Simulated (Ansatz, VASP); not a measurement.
AlN: VASP beside Ansatz

```xyz
8
Lattice="-3.1136 0.0000 0.0000 0.0000 5.3928 0.0000 1.5568 -2.6964 -4.9834" Properties=species:S:1:pos:R:3 pbc="T T T"
Al   -1.5568   -0.9118   -4.9758
Al    0.0000    1.7846   -4.9758
Al    0.0000    3.6082   -2.4842
Al   -1.5568    0.9118   -2.4842
N    -1.5568   -0.9268   -3.0723
N     0.0000    1.7696   -3.0723
N     0.0000    3.6232   -0.5806
N    -1.5568    0.9268   -0.5806
```

Change from the starting cell: mode 4 frozen in at +0.000 Å and mode 15 at -0.028 Å (largest displacements).

Alike in both runs: task single point; functional PBEsol; k mesh 8 × 8 × 8; occupations gaussian, width 0.05 eV; no spin polarisation.

|  | VASP | Ansatz |
| --- | --- | --- |
| version | VASP 6.6.1 | Ansatz 0.2.0 |
| potentials or method | VASP PAW PBE potentials, release 64 (Al, N), cutoff 520 eV | scalar-relativistic, plane waves, PAW |
| valence electrons in the cell | 32 | 32 |

VASP gave:

| Item | Value |
| --- | --- |
| gap on the k mesh at the Fermi level (eV) | 4.11 |
| least direct gap on the mesh (eV) | 4.11 |
| pressure (GPa) | 0.2 |
| traceless stress, the component that is largest in VASP (GPa) | 3.15 |
| rms of the force components (eV/Å) | 0.314 |

Q: Which values does Ansatz return?

A: gap on the k mesh at the Fermi level (eV): 4.09; least direct gap on the mesh (eV): 4.09; pressure (GPa): 0.2; traceless stress, the component that is largest in VASP (GPa): 3.10; rms of the force components (eV/Å): 0.311.

VASP's potentials were made for PBE, not for PBEsol, and Ansatz warns of the same on its side. Atom by atom the forces differ by 0.003 eV/Å (rms over components).
